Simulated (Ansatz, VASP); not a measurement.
KCl in VASP and in Ansatz

File INCAR:

```
SYSTEM = KCl
  PREC = Accurate
  ENCUT = 520
  EDIFF = 1E-6
  ISMEAR = 0
  SIGMA = 0.01
  LREAL = .False.
  LASPH = .True.
  NELM = 100
  ALGO = Normal
  ISIF = 2
  LWAVE = .False.
  LCHARG = .False.
  GGA = PE
  NBANDS = 15
```

KPOINTS

```
Automatic mesh
0
Gamma
  6 6 6
  0 0 0
```

Contents of POSCAR:

```
KCl
1.0
    0.0000000000      3.1569519781      3.1569519781
    3.1569519781      0.0000000000      3.1569519781
    3.1569519781      3.1569519781      0.0000000000
K Cl
1 1
Direct
    0.0000000000      0.0000000000      0.0000000000
    0.5000000000      0.5000000000      0.5000000000
```

Input for Ansatz:

```yaml
crystal:
  lattice:
    - [0.0, 3.1569519781, 3.1569519781]
    - [3.1569519781, 0.0, 3.1569519781]
    - [3.1569519781, 3.1569519781, 0.0]
  atoms:
    - { symbol: K, position: [0.0, 0.0, 0.0] }
    - { symbol: Cl, position: [0.5, 0.5, 0.5] }
kpoints:
  mp_grid: { grid: [6, 6, 6] }
hamiltonian:
  xc: pbe
scf:
  occupations: { method: fixed }
  n_extra_bands: 4
output:
  forces: true
  stress: true
  eigenvalues: true
```

Alike in both runs: task single point; functional PBE; k mesh 6 × 6 × 6; no spin polarisation.

```csv
,VASP,Ansatz
version,VASP 6.6.1,Ansatz 0.2.0
potentials or method,"VASP PAW PBE potentials, release 64 (K_sv, Cl)","plane waves, PAW"
plane-wave cutoff (eV),520,420
occupations,"gaussian, width 0.01 eV",fixed
valence electrons in the cell,16,16
```

|  | VASP | Ansatz | Ansatz less VASP |
| --- | --- | --- | --- |
| gap on the k mesh at the Fermi level (eV) | 5.15 | 5.15 | +0.002 |
| pressure (GPa) | 0.6 | 0.6 | -0.02 |
